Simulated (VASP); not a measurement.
# Ni3Hg in VASP: notebook, part 2 of 2

VASP 6.6.1. Earlier steps stand in the parts before.

## 5. Single point, PBEsol, collinear spin, ferromagnetic start

INCAR

```
PREC = Accurate
ENCUT = 520
EDIFF = 1E-6
ISMEAR = -1
SIGMA = 0.1
LREAL = False
LASPH = True
NELM = 150
ALGO = Normal
ISIF = 2
LWAVE = False
LCHARG = True
ISPIN = 2
MAGMOM = 2 2 2 0
LORBIT = 11
LMAXMIX = 4
GGA = PS
LELF = True
LVHAR = True
NBANDS = 33
```

KPOINTS

```
Automatic mesh
0
Gamma
  6 6 6
```

POSCAR

```
Ni3Hg
1.0
    3.7449110000      0.0000000000      0.0000000000
    0.0000000000      3.7449110000      0.0000000000
    0.0000000000      0.0000000000      3.7449110000
Ni Hg
3 1
Direct
    0.0026702904      0.5000000000      0.5000000000
    0.5000000000      0.0000000000      0.5000000000
    0.5000000000      0.5000000000      0.0000000000
    0.0000000000      0.0000000000      0.0000000000
```

Potentials or basis: VASP PAW PBE potentials, release 64 (Ni, Hg).

Launch:

```bash
$ cat potpaw_PBE.64/Ni/POTCAR potpaw_PBE.64/Hg/POTCAR > POTCAR
$ mpirun -np 1 vasp_std > vasp.out
```

OUTCAR:

```text
PREC = Accurate
   ENCUT = 520
   EDIFF = 1E-6
   ISMEAR = -1
   LREAL = False
   LASPH = True
   NELM = 150
   ISIF = 2
   ISPIN = 2
   LORBIT = 11
   GGA = PS

 ion  position               nearest neighbor table
   1  0.003  0.500  0.500-   2 2.64   3 2.64   3 2.64   2 2.64   4 2.65   4 2.65   4 2.65   4 2.65
                             2 2.66   3 2.66   3 2.66   2 2.66
   2  0.500  0.000  0.500-   1 2.64   1 2.64   4 2.65   3 2.65   4 2.65   3 2.65   3 2.65   3 2.65
                             4 2.65   4 2.65   1 2.66   1 2.66
   3  0.500  0.500  0.000-   1 2.64   1 2.64   4 2.65   2 2.65   2 2.65   2 2.65   4 2.65   2 2.65
                             4 2.65   4 2.65   1 2.66   1 2.66
[... 1964 lines left out ...]
     0.000000000  0.000000000  3.744911000     0.000000000  0.000000000  0.267029043

 POSITION                                       TOTAL-FORCE (eV/Angst)
 -----------------------------------------------------------------------------------
      0.01000      1.87246      1.87246        -0.023285      0.000000     -0.000000
      1.87246      0.00000      1.87246         0.014715     -0.000000      0.000000
      1.87246      1.87246      0.00000         0.014715     -0.000000      0.000000
      0.00000      0.00000      0.00000        -0.006146     -0.000000      0.000000
 -----------------------------------------------------------------------------------
    total drift:                                0.000595      0.000000      0.000007

  FREE ENERGIE OF THE ION-ELECTRON SYSTEM (eV)
  ---------------------------------------------------
  free  energy   TOTEN  =       -18.3395572558 eV

  energy  without entropy=      -18.1604296762  energy(sigma->0) =      -18.24999347

 total charge

# of ion       s       p       d       tot
------------------------------------------
    1        0.418   0.392   8.371   9.181
    2        0.418   0.392   8.371   9.181
    3        0.418   0.392   8.371   9.181
    4        0.812   0.651   9.266  10.729
--------------------------------------------------
tot          2.067   1.826  34.379  38.272

 magnetization (x)

# of ion       s       p       d       tot
------------------------------------------
    1       -0.002  -0.006   0.372   0.365
    2       -0.002  -0.006   0.372   0.365
    3       -0.002  -0.006   0.372   0.365
    4       -0.000  -0.015   0.004  -0.011
--------------------------------------------------
tot         -0.005  -0.031   1.120   1.084
```

OSZICAR:

```text
N       E                     dE             d eps       ncg     rms          rms(c)
DAV:   1     0.320680689333E+03    0.32068E+03   -0.19414E+04  5352   0.172E+03
DAV:   2    -0.117621673871E+00   -0.32080E+03   -0.29947E+03  5345   0.352E+02
DAV:   3    -0.200262848840E+02   -0.19909E+02   -0.19260E+02  5692   0.108E+02
DAV:   4    -0.203066570182E+02   -0.28037E+00   -0.27995E+00  5965   0.127E+01
DAV:   5    -0.203141925604E+02   -0.75355E-02   -0.75351E-02  7274   0.175E+00    0.220E+01
DAV:   6    -0.208755185239E+02   -0.56133E+00   -0.19552E+01  5956   0.667E+01    0.166E+01
DAV:   7    -0.184011871056E+02    0.24743E+01   -0.93113E+00  6148   0.521E+01    0.817E+00
DAV:   8    -0.183719841688E+02    0.29203E-01   -0.43397E-01  5889   0.456E+00    0.464E+00
DAV:   9    -0.183413437818E+02    0.30640E-01   -0.56159E-02  6703   0.337E+00    0.157E+00
DAV:  10    -0.183467380339E+02   -0.53943E-02   -0.35267E-02  6923   0.348E+00    0.117E+00
DAV:  11    -0.183395245947E+02    0.72134E-02   -0.19659E-02  6514   0.288E+00    0.223E-01
DAV:  12    -0.183394738340E+02    0.50761E-04   -0.92776E-04  6562   0.385E-01    0.147E-01
DAV:  13    -0.183395653771E+02   -0.91543E-04   -0.35006E-04  6779   0.222E-01    0.536E-02
DAV:  14    -0.183395579849E+02    0.73922E-05   -0.35344E-05  5683   0.631E-02    0.290E-02
DAV:  15    -0.183395572558E+02    0.72917E-06   -0.15236E-06  4601   0.132E-02
   1 F= -.18339557E+02 E0= -.18249993E+02  d E =-.179128E+00  mag=     1.0571
```

It took 4.5 min on 1 thread of Intel Xeon 8259CL, shared host; peak memory 0.24 GiB.

What came out:

* Free energy: -18.3396 eV
* Pressure: -6.3 GPa
* Largest force: 0.023 eV/Å
* Net moment: 1.06 μB per cell
* Site moments: Ni +0.36; Hg -0.01 μB
* Valence electrons inside the program's atomic spheres: Ni 9.18; Hg 10.73

Forces in eV/Å, atoms in the order of the input:
```
Ni  -0.023  0.000  0.000
Ni   0.015  0.000  0.000
Ni   0.015  0.000  0.000
Hg  -0.006  0.000  0.000
```

Caveat: the cell stands under tension; the PAW data sets were made with another functional, which shifts forces and pressure a little; spin-orbit coupling is left out, which moves the levels of the heavy elements.

## 6. Single point, PBEsol, collinear spin, ferromagnetic start

INCAR

```
SYSTEM = Ni3Hg
PREC = Accurate ; ENCUT = 520
EDIFF = 1E-6 ; ISMEAR = -1
SIGMA = 0.1 ; LREAL = .False.
LASPH = .True. ; NELM = 150
ALGO = Normal ; ISIF = 2
LWAVE = .False. ; LCHARG = .True.
ISPIN = 2 ; MAGMOM = 2 2 2 0
LORBIT = 11 ; LMAXMIX = 4
GGA = PS ; LELF = .True.
LVHAR = .True. ; NBANDS = 33
```

KPOINTS

```
regular mesh
0
Gamma
  6 6 6
  0 0 0
```

Edit POSCAR of step 5 so:

```diff
@@ -8,3 +8,3 @@
 Direct
-    0.0026702904      0.5000000000      0.5000000000
+    0.0053405809      0.5000000000      0.5000000000
     0.5000000000      0.0000000000      0.5000000000
```

Potentials or basis: VASP PAW PBE potentials, release 64 (Ni, Hg).

Launch:

```bash
$ cat potpaw_PBE.64/Ni/POTCAR potpaw_PBE.64/Hg/POTCAR > POTCAR
$ mpirun -np 1 vasp_std > vasp.out
```

It took 3.9 min on 1 thread of Intel Xeon 8259CL, shared host; peak memory 0.24 GiB.

It converged, with:

- Free energy: -18.3392 eV
- Pressure: -6.3 GPa
- Largest force: 0.047 eV/Å
- Net moment: 1.06 μB per cell
- Site moments: Ni +0.36; Hg -0.01 μB
- Valence electrons inside the program's atomic spheres: Ni 9.18; Hg 10.73

Forces in eV/Å, atoms in the order of the input:
```
Ni  -0.047  0.000  0.000
Ni   0.030  0.000  0.000
Ni   0.030  0.000  0.000
Hg  -0.012  0.000  0.000
```

Levels at points of the mesh, in eV from the Fermi level:
Spin up:
```tsv
k point	band 18	band 19	band 20	band 21	band 22	band 23	band 24	band 25	band 26	band 27
(0.00, 0.00, 0.00)	-0.33	-0.21	-0.21	-0.21	1.42	1.42	1.42	6.19	8.00	8.01
(0.50, 0.00, 0.00)	-1.06	-1.00	-0.78	-0.57	-0.21	6.03	6.03	6.92	6.92	7.59
(0.00, 0.50, 0.00)	-1.06	-1.00	-0.78	-0.57	-0.21	6.03	6.03	6.92	6.92	7.59
(0.50, 0.50, 0.00)	-1.20	-0.96	-0.93	0.06	0.37	0.67	0.67	9.59	9.69	10.27
(0.00, 0.50, 0.50)	-1.20	-0.96	-0.93	0.06	0.37	0.67	0.67	9.59	9.69	10.28
(0.50, 0.50, 0.50)	-0.74	-0.70	-0.70	-0.34	-0.34	-0.34	-0.30	2.55	4.68	4.68
```
Spin down:
| k point | band 17 | band 18 | band 19 | band 20 | band 21 | band 22 | band 23 | band 24 |
| --- | --- | --- | --- | --- | --- | --- | --- | --- |
| (0.00, 0.00, 0.00) | -0.21 | 0.05 | 0.28 | 0.28 | 0.28 | 1.42 | 1.42 | 1.42 |
| (0.50, 0.00, 0.00) | -0.74 | -0.74 | -0.67 | -0.48 | -0.24 | 0.29 | 6.13 | 6.13 |
| (0.00, 0.50, 0.00) | -0.74 | -0.73 | -0.67 | -0.48 | -0.24 | 0.29 | 6.13 | 6.13 |
| (0.50, 0.50, 0.00) | -0.89 | -0.89 | -0.64 | -0.47 | 0.33 | 0.54 | 1.04 | 1.04 |
| (0.00, 0.50, 0.50) | -0.89 | -0.89 | -0.64 | -0.47 | 0.33 | 0.54 | 1.04 | 1.04 |
| (0.50, 0.50, 0.50) | -0.43 | -0.43 | -0.38 | -0.38 | -0.31 | 0.11 | 0.11 | 0.11 |

Caveat: the cell stands under tension; the PAW data sets were made with another functional, which shifts forces and pressure a little; spin-orbit coupling is left out, which moves the levels of the heavy elements.
